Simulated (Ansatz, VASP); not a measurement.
**C: VASP beside Ansatz**

INCAR

```
PREC = Accurate
ENCUT = 520
EDIFF = 1E-7
ISMEAR = 0
SIGMA = 0.03
LREAL = F
LASPH = T
NELM = 60
ALGO = Normal
ISIF = 2
LWAVE = F
LCHARG = F
GGA = CA
NBANDS = 11
```

The input KPOINTS:

```
Automatic mesh
0
Gamma
  16 16 16
```

Contents of POSCAR:

```
C
1.0
    0.0000000000      2.1166507485      3.3597491838
    1.2227846672      0.0000000000      3.3597491838
    1.2227846672      2.1166507485      0.0000000000
C
2
Direct
    0.1396141477      0.8306217257      0.2272058543
    0.8332934344      0.1667065656      0.8332934344
```

Input for Ansatz:

```yaml
crystal:
  lattice:
    - [0.0, 2.1166507485, 3.3597491838]
    - [1.2227846672, 0.0, 3.3597491838]
    - [1.2227846672, 2.1166507485, 0.0]
  atoms:
    - { symbol: C, position: [0.1396141477, 0.8306217257, 0.2272058543] }
    - { symbol: C, position: [0.8332934344, 0.1667065656, 0.8332934344] }
basis:
  ecutwfc: 420
kpoints:
  mp_grid: { grid: [16, 16, 16] }
hamiltonian:
  xc: lda
scf:
  occupations: { method: gaussian, width: 0.03 }
output:
  forces: true
  stress: true
  eigenvalues: true
```

Alike in both runs: task single point; functional LDA; k mesh 16 × 16 × 16; occupations gaussian, width 0.03 eV; no spin polarisation.

```csv
,VASP,Ansatz
version,VASP 6.6.1,Ansatz 0.2.0
potentials or method,"VASP PAW LDA potentials, release 64 (C), cutoff 520 eV","scalar-relativistic, plane waves, PAW"
valence electrons in the cell,8,8
```

```tsv
	VASP	Ansatz	Ansatz less VASP
gap on the k mesh at the Fermi level (eV)	0.11	0.11	+0.004
least direct gap on the mesh (eV)	0.21	0.21	+0.001
pressure (GPa)	5.1	4.4	-0.73
traceless stress, the component that is largest in VASP (GPa)	12.12	11.64	-0.477
rms of the force components (eV/Å)	3.616	3.625	+0.0093
```

LDA's correlation is that of Perdew and Zunger in VASP and of Perdew and Wang (1992) in Ansatz. Atom by atom the forces differ by 0.010 eV/Å (rms over components).
